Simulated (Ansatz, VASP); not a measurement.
Ta2N: VASP beside Ansatz

```
CELL_PARAMETERS angstrom
3.07330 0.00000 0.00000
-1.53665 2.66155 0.00000
0.00000 0.00000 4.89543
ATOMIC_POSITIONS crystal
Ta 0.66667 0.33333 0.74297
Ta 0.33333 0.66667 0.25703
N 0.00000 0.00000 0.00000
```

Alike in both runs: task single point; functional r2SCAN; k mesh 18 × 18 × 12; occupations gaussian, width 0.15 eV; no spin polarisation.

|  | VASP | Ansatz |
| --- | --- | --- |
| version | VASP 6.6.1 | Ansatz 0.2.0 |
| potentials or method | VASP PAW PBE potentials, release 64 (Ta_pv, N), cutoff 520 eV | scalar-relativistic, plane waves, PAW |
| valence electrons in the cell | 27 | 31 |

Ansatz gave:

- gap on the k mesh at the Fermi level (eV): none
- pressure (GPa): 0.0
- traceless stress, the component that is largest in VASP (GPa): 0.04
- rms of the force components (eV/Å): 0.001

Problem. Which values does VASP return?

Solution. gap on the k mesh at the Fermi level (eV): none; pressure (GPa): 1.1; traceless stress, the component that is largest in VASP (GPa): -0.09; rms of the force components (eV/Å): 0.034.

VASP's potentials were made for PBE, not for r2SCAN. Atom by atom the forces differ by 0.035 eV/Å (rms over components). A gap of «none» marks a metal or a gap that the smearing closes. VASP's potentials hold 27 valence electrons a cell and Ansatz's 31, so a difference there can come from the potentials and not from the codes.

Neither program's run includes spin-orbit coupling.
